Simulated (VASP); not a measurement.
Runs of VASP 6.6.1 on Ir. The structure is that of space group P6_3/mmc (No. 194), or close to it. The cells are those of the table. This isn't the form of Ir at room conditions, which is fcc.

| spin | cell | k mesh | smearing | gap on the mesh (eV) | pressure (GPa) |
| --- | --- | --- | --- | --- | --- |
| collinear | a = 2.605, b = 2.605, c = 8.522 Å, angles 90.0, 90.0, 120.0°, 4 atoms | 17 × 17 × 5 | fermi-dirac 0.05 eV | none | 71.0 |
| off | a = 2.720, b = 2.720, c = 8.891 Å, angles 90.0, 90.0, 120.0°, 4 atoms | 17 × 17 × 5 | fermi-dirac 0.1 eV | none | (a) |
| off | a = 2.825, b = 2.825, c = 9.233 Å, angles 90.0, 90.0, 120.0°, 4 atoms | 15 × 15 × 4 | fermi-dirac 0.1 eV | none | -30.4 |
| off | a = 2.791, b = 2.791, c = 9.122 Å, angles 90.0, 90.0, 120.0°, 4 atoms | 15 × 15 × 4 | fermi-dirac 0.1 eV | none | -22.1 |

Alike in all rows: task single point; level r2SCAN; potentials or basis VASP PAW PBE potentials, release 64 (Ir); cutoff (eV) 520.

**Question.** Estimate the missing entries.

**Answer.** (a) 2.4.

Caveats: the PAW data sets were made with another functional, which shifts forces and pressure a little; spin-orbit coupling is left out, which moves the levels of the heavy elements; the cell stands under tension (at least some runs); the cell stands under pressure (at least some runs).

A k mesh can miss the band edges, and the runs leave out spin-orbit coupling on Ir.

A gap of «none» marks levels without a gap at the run's occupations.
